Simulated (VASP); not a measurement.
# NiO (R-3m) in VASP: single point with r2SCAN

Aim: the single point of NiO with r2SCAN.

Program: VASP 6.6.1. These are calculated values, not measurements. Logs are shortened: lines on timing, memory, paths and dates and some standing lists are left out, and cuts for length are marked.

### Step 1. The cell of the first run

It takes space group R-3m (No. 166, trigonal). The conventional cell has a = 2.967 Å, b = 2.967 Å, c = 7.237 Å, α = 90.00°, β = 90.00°, γ = 120.00°. Ni (site symmetry -3m) has 6 O at 2.10 Å within 2.8 Å. Within 2.8 Å of O (site symmetry -3m) lie 6 Ni at 2.10 Å.

### Step 2. Single point, r2SCAN, collinear spin, antiferromagnetic start (9.20 Å³/atom)

The input, POSCAR:

```
NiO
1.0
    0.0000000000      1.7131009359      4.8248586607
   -1.4835889298     -0.8565504680      4.8248586607
    1.4835889298     -0.8565504680      4.8248586607
Ni O
2 2
Direct
    0.5000000000     -0.5000000000      0.5000000000
    1.0000000000      0.0000000000      1.0000000000
    0.2500000000      0.2500000000      0.2500000000
    0.7500000000      0.7500000000      0.7500000000
```

The input, INCAR.step1:

```
PREC = Accurate
ENCUT = 520
ISMEAR = 0
SIGMA = 0.05
LREAL = F
LASPH = T
NELM = 150
ISPIN = 2
MAGMOM = 1.73 -1.73 0 0
LMAXMIX = 4
NBANDS = 28
GGA = PE
ALGO = Normal
EDIFF = 1E-4
LWAVE = T
LCHARG = F
```

The input, INCAR.step2:

```
PREC = Accurate
ENCUT = 520
EDIFF = 1E-7
ISMEAR = 0
SIGMA = 0.05
LREAL = F
LASPH = T
NELM = 150
ALGO = Normal
ISIF = 2
LWAVE = F
LCHARG = T
ISPIN = 2
MAGMOM = 1.73 -1.73 0 0
LORBIT = 11
LMAXMIX = 4
METAGGA = R2SCAN
LMIXTAU = T
LELF = T
LVHAR = T
NBANDS = 28
ISTART = 1
```

The input, KPOINTS:

```
regular mesh
0
Gamma
  10 10 10
```

Potentials or basis: VASP PAW PBE potentials, release 64 (Ni, O).

On the command line:

```
> cat potpaw_PBE.64/Ni/POTCAR potpaw_PBE.64/O/POTCAR > POTCAR
> cp INCAR.step1 INCAR
> mpirun -np 1 vasp_std > vasp.out
> cp INCAR.step2 INCAR
> mpirun -np 1 vasp_std > vasp.out
```

OUTCAR:

```text
PREC = Accurate
   ENCUT = 520
   EDIFF = 1E-7
   ISMEAR = 0
   LREAL = F
   LASPH = T
   NELM = 150
   ISIF = 2
   ISPIN = 2
   LORBIT = 11
   METAGGA = R2SCAN
   ISTART = 1

 ion  position               nearest neighbor table
   1  0.500  0.500  0.500-   3 2.10   4 2.10   3 2.10   4 2.10   4 2.10   3 2.10   2 2.96   2 2.96
                             2 2.96   2 2.96   2 2.96   2 2.96
   2  0.000  0.000  0.000-   4 2.10   3 2.10   4 2.10   3 2.10   3 2.10   4 2.10   1 2.96   1 2.96
                             1 2.96   1 2.96   1 2.96   1 2.96
   3  0.250  0.250  0.250-   2 2.10   1 2.10   2 2.10   1 2.10   1 2.10   2 2.10
   4  0.750  0.750  0.750-   1 2.10   2 2.10   1 2.10   2 2.10   2 2.10   1 2.10

  LATTYP: Found a trigonal (rhomboedric) cell.
 ALAT       =     5.1199585850
 COS(alpha) =     0.8320715545

  Lattice vectors:

 A1 = (   0.0000000000,   1.7131009359,   4.8248586607)
 A2 = (  -1.4835889298,  -0.8565504680,   4.8248586607)
 A3 = (   1.4835889298,  -0.8565504680,   4.8248586607)

Analysis of symmetry for initial positions (statically):
=====================================================================
 Subroutine PRICEL returns following result:

  LATTYP: Found a trigonal (rhomboedric) cell.
 ALAT       =     2.9588055176
 COS(alpha) =     0.4971663608
[... 12 lines left out ...]
 Subroutine GETGRP returns: Found 12 space group operations
 (whereof 12 operations were pure point group operations)
 out of a pool of 12 trial point group operations.

The static configuration has the point symmetry D_3d.

Analysis of symmetry for dynamics (positions and initial velocities):
=====================================================================
 Subroutine PRICEL returns following result:

  LATTYP: Found a trigonal (rhomboedric) cell.
 ALAT       =     2.9588055176
 COS(alpha) =     0.4971663608
[... 12 lines left out ...]
 Subroutine GETGRP returns: Found 12 space group operations
 (whereof 12 operations were pure point group operations)
 out of a pool of 12 trial point group operations.

The dynamic configuration has the point symmetry D_3d.

Analysis of structural, dynamic, and magnetic symmetry:
=====================================================================
 Subroutine PRICEL returns following result:

  LATTYP: Found a trigonal (rhomboedric) cell.
 ALAT       =     2.9588055176
 COS(alpha) =     0.4971663608
[... 12 lines left out ...]
 Subroutine GETGRP returns: Found 12 space group operations
 (whereof 12 operations were pure point group operations)
 out of a pool of 12 trial point group operations.

The overall configuration has the point symmetry D_3d.

 Subroutine INISYM returns: Found 12 space group operations
 (whereof 12 operations are pure point group operations),
 and found     2 'primitive' translations

----------------------------------------------------------------------------------------

                                     Primitive cell

  volume of cell :      18.3938

  direct lattice vectors                    reciprocal lattice vectors
    -1.483588930  0.856550468  2.412429330    -0.337020579  0.194578922  0.138173305
     0.000000000 -1.713100936  2.412429330     0.000000000 -0.389157844  0.138173305
     1.483588930  0.856550468  2.412429330     0.337020579  0.194578922  0.138173305

  length of vectors
     2.958805518  2.958805518  2.958805518     0.412959671  0.412959671  0.412959671

  position of ions in fractional coordinates (direct lattice)
     0.000000000  0.000000000  0.000000000
     0.500000000  0.500000000  0.500000000

  ion indices of the primitive-cell ions
   primitive index   ion index
                 1           1
                 2           3

----------------------------------------------------------------------------------------

 KPOINTS: regular mesh

Automatic generation of k-mesh.
 Grid dimensions read from file:
 generate k-points for:   10   10   10

 Generating k-lattice:

  Cartesian coordinates                     Fractional coordinates (reciprocal lattice)
     0.000000000  0.038915784  0.006908665     0.100000000 -0.000000000 -0.000000000
    -0.033702058 -0.019457892  0.006908665    -0.000000000  0.100000000  0.000000000
     0.033702058 -0.019457892  0.006908665    -0.000000000  0.000000000  0.100000000

  Length of vectors
     0.039524270  0.039524270  0.039524270

  Shift w.r.t. Gamma in fractional coordinates (k-lattice)
     0.000000000  0.000000000  0.000000000

 Subroutine IBZKPT returns following result:
 ===========================================

 Found    116 irreducible k-points:

 Following reciprocal coordinates:
            Coordinates               Weight
  0.000000  0.000000  0.000000      1.000000
  0.100000 -0.000000 -0.000000      6.000000
  0.200000 -0.000000 -0.000000      6.000000
  0.300000 -0.000000 -0.000000      6.000000
  0.400000 -0.000000 -0.000000      6.000000
  0.500000 -0.000000 -0.000000      3.000000
[... 16 lines left out ...]
  0.300000  0.300000 -0.000000      6.000000
  0.400000  0.300000 -0.000000     12.000000
 [... further k-points ...]
   k-points           NKPTS =    116   k-points in BZ     NKDIM =    116   number of bands    NBANDS=     28
   number of dos      NEDOS =    301   number of ions     NIONS =      4
   total plane-waves  NPLWV =  64000
   dimension x,y,z NGX =    40 NGY =   40 NGZ =   40
   dimension x,y,z NGXF=    80 NGYF=   80 NGZF=   80
   ions per type =               2   2
   NGX,Y,Z   is equivalent  to a cutoff of  12.99, 12.99, 12.99 a.u.
   NGXF,Y,Z  is equivalent  to a cutoff of  25.98, 25.98, 25.98 a.u.
 SYSTEM =  unknown system
   PREC   = accura    normal or accurate (medium, high low for compatibility)
   ISTART =      1    job   : 0-new  1-cont  2-samecut
   ICHARG =      0    charge: 1-file 2-atom 10-const
   ISPIN  =      2    spin polarized calculation?
   LNONCOLLINEAR =      F non collinear calculations
   LSORBIT =      F    spin-orbit coupling
   LASPH  =      T    aspherical Exc in radial PAW
   ENCUT  =  520.0 eV  38.22 Ry    6.18 a.u.   9.52  9.52  9.52*2*pi/ulx,y,z
   NELM   =    150;   NELMIN=  2; NELMDL=  0     # of ELM steps
   EDIFF  = 0.1E-06   stopping-criterion for ELM
   LREAL  =      F    real-space projection
   EDIFFG = 0.1E-05   stopping-criterion for IOM
   NSW    =      0    number of steps for IOM
   IBRION =     -1    ionic relax: 0-MD 1-quasi-New 2-CG
   NFREE  =      0    steps in history (QN), initial steepest desc. (CG)
   ISIF   =      2    stress and relaxation
   ISYM   =      2    0-nonsym 1-usesym 2-fastsym
   POTIM  = 0.5000    time-step for ionic-motion
   TEBEG  =    0.0;   TEEND  =   0.0 temperature during run
   PSTRESS=    0.0 pullay stress
   NELECT =      32.0000    total number of electrons
   NUPDOWN=      -1.0000    fix difference up-down
   EMIN   =  10.00;   EMAX   =-10.00  energy-range for DOS
   EFERMI =   0.00;   METHOD = LEGACY
   ISMEAR =     0;   SIGMA  =   0.05  broadening in eV -4-tet -1-fermi 0-gaus
   EFERMI_NEDOS =   21; number of points for ismear=-14 and -15
   IALGO  =     38    algorithm
   IMIX   =      4    mixing-type and parameters
     AMIX     =   0.40;   BMIX     =  1.00
     AMIX_MAG =   1.60;   BMIX_MAG =  1.00
  volume/ion in A,a.u.               =       9.20        62.06
  Fermi-wavevector in a.u.,A,eV,Ry     =   1.562754  2.953177 33.228161  2.442201
  Thomas-Fermi vector in A             =   2.665626
   LORBIT       =     11    0 simple, 1 ext, 2 COOP (PROOUT), +10 PAW based schemes
   METAGGA = R2SCAN    functional components
   LHFCALC =     F    Hartree Fock is set to
   AEXX    =    0.0000 exact exchange contribution
   IVDW    =     0    specifies the selected vdW correction
   LEPSILON=     F    determine dielectric tensor
   LRPA    =     F    only Hartree local field effects (RPA)
 spin polarized calculation
 Gauss-broadening in eV      SIGMA  =   0.05
  energy-cutoff  :      520.00
  volume of cell :       36.79
 maximum number of plane-waves:      1020
 NGX is ok and might be reduce to    40
   NGX = 19   NGY = 19   NGZ = 19

 number of electron      32.0000011 magnetization       0.0000000

 number of electron      32.0000011 magnetization      -0.0000000

 Free energy of the ion-electron system (eV)
  ---------------------------------------------------
  ext. energy  EPLUGINS =         0.00000000
  ---------------------------------------------------
  free energy    TOTEN  =       -40.55507473 eV

  energy without entropy =      -40.55507473  energy(sigma->0) =      -40.55507473

 E-fermi :   6.9271     XC(G=0): -13.3459

 val. band max:        6.6382038162   @ k =   0.4000   0.4000   0.3000
 cond. band min:       8.9425342952   @ k =   0.5000   0.3000   0.3000
 fundamental gap:      2.3043304790
 Fermi energy:         6.9270944589

 spin component 1

 k-point     1 :       0.0000    0.0000    0.0000
  band No.  band energies     occupation
      1     -13.4637      1.00000
      2     -12.1127      1.00000
      3      -0.5188      1.00000
      4       1.7780      1.00000
      5       1.7780      1.00000
      6       4.5942      1.00000
[... 733 lines left out ...]
     27      26.9248      0.00000
     28      29.8366      0.00000

 [... further k-points ...]

 spin component 2

 k-point     1 :       0.0000    0.0000    0.0000
  band No.  band energies     occupation
      1     -13.4637      1.00000
      2     -12.1127      1.00000
      3      -0.5188      1.00000
      4       1.7780      1.00000
      5       1.7780      1.00000
      6       4.5942      1.00000
[... 733 lines left out ...]
     27      26.9248      0.00000
     28      29.8366      0.00000

 [... further k-points ...]

------------------------ aborting loop because EDIFF is reached ----------------------------------------

  FORCE on cell =-STRESS in cart. coord.  units (eV):
  Direction    XX          YY          ZZ          XY          YZ          ZX
  --------------------------------------------------------------------------------------
  -------------------------------------------------------------------------------------
  Total       -0.9546132     -0.9546132     -0.9216893      0.0000000      0.0000000      0.0000000
  in kB      -41.5753231    -41.5753231    -40.1414197      0.0000000      0.0000000      0.0000000
  external PRESSURE =     -41.0973553 kB  Pullay stress =       0.0000000 kB

 VOLUME and BASIS-vectors are now :
 -----------------------------------------------------------------------------
  energy-cutoff  :      520.00
  volume of cell :       36.79
      direct lattice vectors                 reciprocal lattice vectors
     0.000000000  1.713100936  4.824858661     0.000000000  0.389157844  0.069086652
    -1.483588930 -0.856550468  4.824858661    -0.337020579 -0.194578922  0.069086652
     1.483588930 -0.856550468  4.824858661     0.337020579 -0.194578922  0.069086652

 POSITION                                       TOTAL-FORCE (eV/Angst)
 -----------------------------------------------------------------------------------
      0.00000     -0.00000      7.23729         0.000000      0.000000      0.000000
      0.00000      0.00000      0.00000        -0.000000     -0.000000      0.000000
      0.00000     -0.00000      3.61864        -0.000000     -0.000000     -0.000000
      0.00000     -0.00000     10.85593         0.000000      0.000000     -0.000000
 -----------------------------------------------------------------------------------
    total drift:                               -0.000000      0.000000      0.000000

  FREE ENERGIE OF THE ION-ELECTRON SYSTEM (eV)
  ---------------------------------------------------
  free  energy   TOTEN  =       -40.5550747263 eV

  energy  without entropy=      -40.5550747263  energy(sigma->0) =      -40.55507473

 total charge

# of ion       s       p       d       tot
------------------------------------------
    1        0.329   0.407   8.195   8.931
    2        0.329   0.407   8.195   8.931
    3        1.560   3.470   0.000   5.030
    4        1.560   3.470   0.000   5.030
--------------------------------------------------
tot          3.779   7.754  16.390  27.923

 magnetization (x)

# of ion       s       p       d       tot
------------------------------------------
    1       -0.006  -0.012   1.583   1.564
    2        0.006   0.012  -1.583  -1.564
    3        0.000   0.000   0.000   0.000
    4        0.000   0.000   0.000   0.000
--------------------------------------------------
tot          0.000   0.000   0.000   0.000
```

Run time: 35 min. Hardware: 1 thread of Intel Xeon Platinum 8259CL at 2.50GHz (Skylake/Cascade Lake), shared host; peak memory 0.43 GiB.

Results:

| Quantity | Value |
| --- | --- |
| Free energy | -40.5551 eV |
| Pressure | -4.1 GPa |
| Band gap on the k mesh | 2.30 eV |
| Net moment | 0.00 μB per cell |
| Site moments | Ni +1.56, -1.56; O +0.00 μB |
| Valence electrons inside the program's atomic spheres | Ni 8.93; O 5.03 |

Stress tensor (GPa, compression positive):
```
-4.16  0.00  0.00
 0.00 -4.16  0.00
 0.00  0.00 -4.01
```

Caveat: the cell stands under tension; the PAW data sets were made with another functional, which shifts forces and pressure a little. A k mesh can miss the band edges.
